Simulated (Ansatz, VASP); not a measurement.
Two plane-wave programs on BN

```xyz
4
Lattice="2.5006 0.0000 0.0000 -1.2503 2.1656 0.0000 0.0000 0.0000 6.5236" Properties=species:S:1:pos:R:3 pbc="T T T"
B     0.0000    1.4437    1.6309
B     1.2503    0.7219    4.8927
N     0.0000    1.4437    4.8927
N     1.2503    0.7219    1.6309
```

Alike in both runs: task single point; functional PBE; k mesh 12 × 12 × 4; occupations fermi-dirac, width 0.02 eV; no spin polarisation.

|  | VASP | Ansatz |
| --- | --- | --- |
| version | VASP 6.6.1 | Ansatz 0.2.0 |
| potentials or method | VASP PAW PBE potentials, release 64 (B, N) | plane waves, PAW |
| plane-wave cutoff (eV) | 520 | 420 |
| valence electrons in the cell | 16 | 16 |

|  | VASP | Ansatz | Ansatz less VASP |
| --- | --- | --- | --- |
| gap on the k mesh at the Fermi level (eV) | 4.24 | 4.25 | +0.007 |
| pressure (GPa) | 4.7 | 4.7 | -0.08 |
| traceless stress, the component that is largest in VASP (GPa) | -1.26 | -1.05 | +0.206 |
